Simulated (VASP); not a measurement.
# Si16Ni (a cell with a defect) in VASP: notebook

Si16Ni (a cell with a defect) is run at these levels: r2SCAN; tasks: single point.

All numbers are computed with VASP 6.6.1; they aren't measurements. Logs are shortened: lines on timing, memory, paths and dates and some standing lists are left out, and cuts for length are marked.

## (1) The cell of the first run

The cell holds a defect, 17 atoms: a = 7.699 Å, b = 7.699 Å, c = 7.699 Å, α = 60.00°, β = 60.00°, γ = 60.00°.

## (2) Single point, r2SCAN

Input file POSCAR:

```
Si16Ni
1.0
    0.0000000000      5.4437023800     -5.4437023800
    5.4437023800      5.4437023800      0.0000000000
    5.4437023800      0.0000000000     -5.4437023800
Si Ni
16 1
Direct
    0.1183876257      0.1221071531      0.1220922735
    0.1184078326      0.6439578719      0.1220770266
    0.5661148948      0.1467857616      0.1468292982
    0.6326290931      0.6249787851      0.1239400050
    0.1183361902      0.1221690595      0.6438537149
    0.1315921500      0.6249831939      0.6249767644
    0.6325778413      0.1239122665      0.6250026659
    0.6325918023      0.6250168107      0.6249973387
    0.2581073325      0.7488147249      0.2508167061
    0.1951851747      0.2704986234      0.2703680138
    0.7323558897      0.7709496602      0.2516119369
    0.7323463374      0.2516198360      0.2516143250
    0.2580717868      0.7488680893      0.7487799140
    0.2580606730      0.2508168898      0.7487913952
    0.7568570455      0.7498757675      0.7499090169
    0.7322670715      0.2516574023      0.7709374442
   -0.0775258217      0.0280899817      0.0279160192
```

Input file INCAR.step1:

```
PREC = Accurate ; ENCUT = 520
ISMEAR = 0 ; SIGMA = 0.02
LREAL = Auto ; LASPH = True
NELM = 100 ; NBANDS = 51
GGA = PE ; ALGO = Normal
EDIFF = 1E-4 ; LWAVE = True
LCHARG = False
```

Input file INCAR.step2:

```
PREC = Accurate ; ENCUT = 520
EDIFF = 1E-6 ; ISMEAR = 0
SIGMA = 0.02 ; LREAL = Auto
LASPH = True ; NELM = 100
ALGO = Normal ; ISIF = 2
LWAVE = False ; LCHARG = False
METAGGA = R2SCAN ; LMIXTAU = True
NBANDS = 51 ; ISTART = 1
```

Input file KPOINTS:

```
Automatic mesh
0
Gamma
  2 2 2
```

Potentials or basis: VASP PAW PBE potentials, release 64 (Si, Ni).

On the command line:

```bash
> cat potpaw_PBE.64/Si/POTCAR potpaw_PBE.64/Ni/POTCAR > POTCAR
> cp INCAR.step1 INCAR
> mpirun -np 1 vasp_std > vasp.out
> cp INCAR.step2 INCAR
> mpirun -np 1 vasp_std > vasp.out
```

OUTCAR:

```text
PREC = Accurate
   ENCUT = 520
   EDIFF = 1E-6
   ISMEAR = 0
   LREAL = Auto
   LASPH = True
   NELM = 100
   ISIF = 2
   METAGGA = R2SCAN
   ISTART = 1

 ion  position               nearest neighbor table
   1  0.118  0.122  0.122-   9 2.35  14 2.35  10 2.37  12 2.43  17 2.46
   2  0.118  0.644  0.122-  13 2.35   9 2.35  10 2.37  11 2.43  17 2.46
   3  0.566  0.147  0.147-  17 2.24  10 2.33  11 2.38  12 2.38  16 2.38
   4  0.633  0.625  0.124-  15 2.35  12 2.35  11 2.35   9 2.35
   5  0.118  0.122  0.644-  13 2.35  14 2.35  10 2.37  16 2.43  17 2.46
   6  0.132  0.625  0.625-   9 2.35  14 2.35  13 2.35  15 2.36
   7  0.633  0.124  0.625-  15 2.35  16 2.35  12 2.35  14 2.35
   8  0.633  0.625  0.625-  15 2.35  16 2.35  11 2.35  13 2.35
   9  0.258  0.749  0.251-   1 2.35   2 2.35   6 2.35   4 2.35  17 3.07
  10  0.195  0.270  0.270-   3 2.33   2 2.37   1 2.37   5 2.37
  11  0.732  0.771  0.252-   4 2.35   8 2.35   3 2.38   2 2.43  17 2.45
  12  0.732  0.252  0.252-   4 2.35   7 2.35   3 2.38   1 2.43  17 2.45
  13  0.258  0.749  0.749-   2 2.35   5 2.35   6 2.35   8 2.35  17 3.07
  14  0.258  0.251  0.749-   1 2.35   5 2.35   6 2.35   7 2.35  17 3.07
  15  0.757  0.750  0.750-   4 2.35   8 2.35   7 2.35   6 2.36
  16  0.732  0.252  0.771-   8 2.35   7 2.35   3 2.38   5 2.43  17 2.45
  17  0.922  0.028  0.028-   3 2.24  16 2.45  12 2.45  11 2.45   5 2.46   1 2.46   2 2.46  14 3.07
                            13 3.07   9 3.07

  LATTYP: Found a face centered cubic cell.
 ALAT       =    10.8874047600

  Lattice vectors:

 A1 = (   0.0000000000,   5.4437023800,  -5.4437023800)
 A2 = (   5.4437023800,   5.4437023800,   0.0000000000)
 A3 = (   5.4437023800,   0.0000000000,  -5.4437023800)

Analysis of symmetry for initial positions (statically):
=====================================================================
 Subroutine PRICEL returns:
 Original cell was already a primitive cell.

 Routine SETGRP: Setting up the symmetry group for a
 face centered cubic supercell.

 Subroutine GETGRP returns: Found  1 space group operations
 (whereof  1 operations were pure point group operations)
 out of a pool of 48 trial point group operations.

The static configuration has the point symmetry C_1 .

Analysis of symmetry for dynamics (positions and initial velocities):
=====================================================================
 Subroutine PRICEL returns:
 Original cell was already a primitive cell.

 Routine SETGRP: Setting up the symmetry group for a
 face centered cubic supercell.

 Subroutine GETGRP returns: Found  1 space group operations
 (whereof  1 operations were pure point group operations)
 out of a pool of 48 trial point group operations.

The dynamic configuration has the point symmetry C_1 .

 Subroutine INISYM returns: Found  1 space group operations
 (whereof  1 operations are pure point group operations),
 and found     1 'primitive' translations

----------------------------------------------------------------------------------------

                                     Primitive cell

  volume of cell :     322.6362

  direct lattice vectors                    reciprocal lattice vectors
     0.000000000  5.443702380 -5.443702380    -0.091849254  0.091849254 -0.091849254
     5.443702380  5.443702380  0.000000000     0.091849254  0.091849254  0.091849254
     5.443702380  0.000000000 -5.443702380     0.091849254 -0.091849254 -0.091849254

  length of vectors
     7.698557735  7.698557735  7.698557735     0.159087574  0.159087574  0.159087574

  position of ions in fractional coordinates (direct lattice)
     0.118387626  0.122107153  0.122092274
     0.118407833  0.643957872  0.122077027
     0.566114895  0.146785762  0.146829298
     0.632629093  0.624978785  0.123940005
     0.118336190  0.122169060  0.643853715
     0.131592150  0.624983194  0.624976764
[... 9 lines left out ...]
     0.732267071  0.251657402  0.770937444
     0.922474178  0.028089982  0.027916019

  ion indices of the primitive-cell ions
   primitive index   ion index
                 1           1
                 2           2
                 3           3
                 4           4
                 5           5
                 6           6
[... 9 lines left out ...]
                16          16
                17          17

----------------------------------------------------------------------------------------

 KPOINTS: Automatic mesh

Automatic generation of k-mesh.
 Grid dimensions read from file:
 generate k-points for:    2    2    2

 Generating k-lattice:

  Cartesian coordinates                     Fractional coordinates (reciprocal lattice)
    -0.045924627  0.045924627 -0.045924627     0.500000000  0.000000000  0.000000000
     0.045924627  0.045924627  0.045924627     0.000000000  0.500000000  0.000000000
     0.045924627 -0.045924627 -0.045924627     0.000000000  0.000000000  0.500000000

  Length of vectors
     0.079543787  0.079543787  0.079543787

  Shift w.r.t. Gamma in fractional coordinates (k-lattice)
     0.000000000  0.000000000  0.000000000

 Subroutine IBZKPT returns following result:
 ===========================================

 Found      8 irreducible k-points:

 Following reciprocal coordinates:
            Coordinates               Weight
  0.000000  0.000000  0.000000      1.000000
  0.500000  0.000000  0.000000      1.000000
  0.000000  0.500000  0.000000      1.000000
  0.000000  0.000000  0.500000      1.000000
  0.500000  0.500000  0.500000      1.000000
  0.500000  0.500000  0.000000      1.000000
  0.000000  0.500000  0.500000      1.000000
  0.500000  0.000000  0.500000      1.000000
   k-points           NKPTS =      8   k-points in BZ     NKDIM =      8   number of bands    NBANDS=     51
   number of dos      NEDOS =    301   number of ions     NIONS =     17
   total plane-waves  NPLWV = 216000
   dimension x,y,z NGX =    60 NGY =   60 NGZ =   60
   dimension x,y,z NGXF=   120 NGYF=  120 NGZF=  120
   ions per type =              16   1
   NGX,Y,Z   is equivalent  to a cutoff of  12.96, 12.96, 12.96 a.u.
   NGXF,Y,Z  is equivalent  to a cutoff of  25.91, 25.91, 25.91 a.u.
 SYSTEM =  unknown system
   PREC   = accura    normal or accurate (medium, high low for compatibility)
   ISTART =      1    job   : 0-new  1-cont  2-samecut
   ICHARG =      0    charge: 1-file 2-atom 10-const
   ISPIN  =      1    spin polarized calculation?
   LNONCOLLINEAR =      F non collinear calculations
   LSORBIT =      F    spin-orbit coupling
   LASPH  =      T    aspherical Exc in radial PAW
   ENCUT  =  520.0 eV  38.22 Ry    6.18 a.u.  14.31 14.31 14.31*2*pi/ulx,y,z
   NELM   =    100;   NELMIN=  2; NELMDL=  0     # of ELM steps
   EDIFF  = 0.1E-05   stopping-criterion for ELM
   LREAL  =      T    real-space projection
   EDIFFG = 0.1E-04   stopping-criterion for IOM
   NSW    =      0    number of steps for IOM
   IBRION =     -1    ionic relax: 0-MD 1-quasi-New 2-CG
   NFREE  =      0    steps in history (QN), initial steepest desc. (CG)
   ISIF   =      2    stress and relaxation
   ISYM   =      2    0-nonsym 1-usesym 2-fastsym
   POTIM  = 0.5000    time-step for ionic-motion
   TEBEG  =    0.0;   TEEND  =   0.0 temperature during run
   PSTRESS=    0.0 pullay stress
   NELECT =      74.0000    total number of electrons
   NUPDOWN=      -1.0000    fix difference up-down
   EMIN   =  10.00;   EMAX   =-10.00  energy-range for DOS
   EFERMI =   0.00;   METHOD = LEGACY
   ISMEAR =     0;   SIGMA  =   0.02  broadening in eV -4-tet -1-fermi 0-gaus
   EFERMI_NEDOS =   21; number of points for ismear=-14 and -15
   IALGO  =     38    algorithm
   IMIX   =      4    mixing-type and parameters
     AMIX     =   0.40;   BMIX     =  1.00
     AMIX_MAG =   1.60;   BMIX_MAG =  1.00
  volume/ion in A,a.u.               =      18.98       128.07
  Fermi-wavevector in a.u.,A,eV,Ry     =   1.002108  1.893709 13.663238  1.004220
  Thomas-Fermi vector in A             =   2.134573
   LORBIT       =      0    0 simple, 1 ext, 2 COOP (PROOUT), +10 PAW based schemes
   METAGGA = R2SCAN    functional components
   LHFCALC =     F    Hartree Fock is set to
   AEXX    =    0.0000 exact exchange contribution
   IVDW    =     0    specifies the selected vdW correction
   LEPSILON=     F    determine dielectric tensor
   LRPA    =     F    only Hartree local field effects (RPA)
 non-spin polarized calculation
 Gauss-broadening in eV      SIGMA  =   0.02
  energy-cutoff  :      520.00
  volume of cell :      322.64
 maximum number of plane-waves:      8694
 NGX is ok and might be reduce to    60
   NGX = 29   NGY = 29   NGZ = 29

 number of electron      74.0000006 magnetization

 Free energy of the ion-electron system (eV)
  ---------------------------------------------------
  ext. energy  EPLUGINS =         0.00000000
  ---------------------------------------------------
  free energy    TOTEN  =      -150.25240080 eV

  energy without entropy =     -150.25240080  energy(sigma->0) =     -150.25240080

 E-fermi :   6.2062     XC(G=0): -10.1200

 val. band max:        6.0867254631   @ k =   0.0000   0.0000   0.0000
 cond. band min:       6.7938923169   @ k =   0.0000   0.0000   0.0000
 fundamental gap:      0.7071668538
 Fermi energy:         6.2062033382

 k-point     1 :       0.0000    0.0000    0.0000
  band No.  band energies     occupation
      1      -6.5664      2.00000
      2      -4.1832      2.00000
      3      -4.0454      2.00000
      4      -4.0452      2.00000
      5      -4.0341      2.00000
      6      -2.4050      2.00000
[... 41 lines left out ...]
     48       8.5315      0.00000
     49       8.9733      0.00000

 k-point     2 :       0.5000    0.0000    0.0000
  band No.  band energies     occupation
      1      -5.7980      2.00000
      2      -5.6447      2.00000
      3      -3.8859      2.00000
      4      -3.7088      2.00000
      5      -3.7086      2.00000
      6      -3.6099      2.00000
[... 41 lines left out ...]
     48       9.8887      0.00000
     49       9.8896      0.00000

 k-point     3 :       0.0000    0.5000    0.0000
  band No.  band energies     occupation
      1      -5.8481      2.00000
      2      -5.5885      2.00000
      3      -3.8723      2.00000
      4      -3.7728      2.00000
      5      -3.6929      2.00000
      6      -3.5885      2.00000
[... 41 lines left out ...]
     48       9.9382      0.00000
     49      10.0819      0.00000

 k-point     4 :       0.0000    0.0000    0.5000
  band No.  band energies     occupation
      1      -5.8482      2.00000
      2      -5.5884      2.00000
      3      -3.8723      2.00000
      4      -3.7726      2.00000
      5      -3.6929      2.00000
      6      -3.5886      2.00000
[... 41 lines left out ...]
     48       9.9380      0.00000
     49      10.0819      0.00000

 k-point     5 :       0.5000    0.5000    0.5000
  band No.  band energies     occupation
      1      -5.8481      2.00000
      2      -5.5885      2.00000
      3      -3.8723      2.00000
      4      -3.7728      2.00000
      5      -3.6928      2.00000
      6      -3.5885      2.00000
[... 41 lines left out ...]
     48       9.9381      0.00000
     49      10.0819      0.00000

 k-point     6 :       0.5000    0.5000    0.0000
  band No.  band energies     occupation
      1      -5.5509      2.00000
      2      -5.3312      2.00000
      3      -4.4897      2.00000
      4      -4.3763      2.00000
      5      -4.3350      2.00000
      6      -4.2953      2.00000
[... 41 lines left out ...]
     48      10.6389      0.00000
     49      10.6780      0.00000

 k-point     7 :       0.0000    0.5000    0.5000
  band No.  band energies     occupation
      1      -5.5509      2.00000
      2      -5.3312      2.00000
      3      -4.4897      2.00000
      4      -4.3764      2.00000
      5      -4.3349      2.00000
      6      -4.2953      2.00000
[... 41 lines left out ...]
     48      10.6388      0.00000
     49      10.6780      0.00000

 k-point     8 :       0.5000    0.0000    0.5000
  band No.  band energies     occupation
      1      -5.5510      2.00000
      2      -5.3311      2.00000
      3      -4.4897      2.00000
      4      -4.3764      2.00000
      5      -4.3350      2.00000
      6      -4.2953      2.00000
[... 41 lines left out ...]
     48      10.6388      0.00000
     49      10.6776      0.00000
 [bands above 49 left out]

------------------------ aborting loop because EDIFF is reached ----------------------------------------

  FORCE on cell =-STRESS in cart. coord.  units (eV):
  Direction    XX          YY          ZZ          XY          YZ          ZX
  --------------------------------------------------------------------------------------
  -------------------------------------------------------------------------------------
  Total        0.4400284      0.4358092      0.4406448     -1.4648415     -1.4631693      1.4659802
  in kB        2.1851344      2.1641824      2.1881956     -7.2742479     -7.2659442      7.2799024
  external PRESSURE =       2.1791708 kB  Pullay stress =       0.0000000 kB

 VOLUME and BASIS-vectors are now :
 -----------------------------------------------------------------------------
  energy-cutoff  :      520.00
  volume of cell :      322.64
      direct lattice vectors                 reciprocal lattice vectors
     0.000000000  5.443702380 -5.443702380    -0.091849254  0.091849254 -0.091849254
     5.443702380  5.443702380  0.000000000     0.091849254  0.091849254  0.091849254
     5.443702380  0.000000000 -5.443702380     0.091849254 -0.091849254 -0.091849254

 POSITION                                       TOTAL-FORCE (eV/Angst)
 -----------------------------------------------------------------------------------
      1.32935      1.30918     -1.30910         0.003305      0.000598     -0.000334
      4.17007      4.15009     -1.30913        -0.001169     -0.005385     -0.001144
      1.59835      3.88082     -3.88106         0.006177     -0.008411      0.009958
      4.07689      6.84604     -4.11854         0.003378     -0.002807      0.006429
      4.17000      1.30924     -4.14914        -0.001625      0.001963      0.004919
      6.80441      4.11857     -4.11854         0.001669     -0.001195      0.000739
[... 9 lines left out ...]
      5.56670      5.35619     -8.18300        -0.006180      0.005870      0.006454
      0.30488      5.17459     -5.17364        -0.009381      0.009411     -0.009866
 -----------------------------------------------------------------------------------
    total drift:                               -0.005993      0.001343     -0.002291

  FREE ENERGIE OF THE ION-ELECTRON SYSTEM (eV)
  ---------------------------------------------------
  free  energy   TOTEN  =      -150.2524007982 eV

  energy  without entropy=     -150.2524007982  energy(sigma->0) =     -150.25240080
```

Wall time 12 min (1 thread of AMD EPYC 7R13 (Zen 3), shared host); peak memory 0.53 GiB.

Results:

```yaml
Free_energy: -150.2524 eV
Pressure: 0.2 GPa
Largest_force: 0.017 eV/Å
Band_gap_on_the_k_mesh: 0.71 eV
```

Forces in eV/Å, atoms in the order of the input:
```
Si   0.003  0.001  0.000
Si  -0.001 -0.005 -0.001
Si   0.006 -0.008  0.010
Si   0.003 -0.003  0.006
Si  -0.002  0.002  0.005
Si   0.002 -0.001  0.001
Si   0.003 -0.005  0.003
Si   0.007 -0.002  0.003
Si   0.002  0.000 -0.001
Si  -0.007  0.007 -0.009
Si  -0.005 -0.008 -0.006
Si   0.007  0.004 -0.006
Si  -0.004  0.000  0.000
Si   0.002  0.001  0.000
Si   0.000  0.003 -0.002
Si  -0.006  0.006  0.006
Ni  -0.009  0.009 -0.010
```

Levels at points of the mesh, in eV from the valence-band top:
```
           k point  band 35  band 36  band 37  band 38  band 39  band 40
(0.00, 0.00, 0.00)    -0.27     0.00     0.00     0.71     1.00     1.00
(0.50, 0.00, 0.00)    -0.65    -0.15    -0.15     0.88     1.69     1.69
(0.00, 0.50, 0.00)    -0.52    -0.30    -0.23     1.19     1.48     1.70
(0.00, 0.00, 0.50)    -0.52    -0.30    -0.23     1.19     1.48     1.70
(0.50, 0.50, 0.50)    -0.52    -0.30    -0.23     1.19     1.48     1.70
(0.50, 0.50, 0.00)    -0.91    -0.77    -0.22     1.15     1.50     2.44
(0.00, 0.50, 0.50)    -0.91    -0.77    -0.22     1.15     1.50     2.44
(0.50, 0.00, 0.50)    -0.91    -0.77    -0.22     1.15     1.50     2.44
```

Caveat: the k points lie up to 0.50 Å⁻¹ apart; the PAW data sets were made with another functional, which shifts forces and pressure a little.

(Part 1 of 2 ends here.)
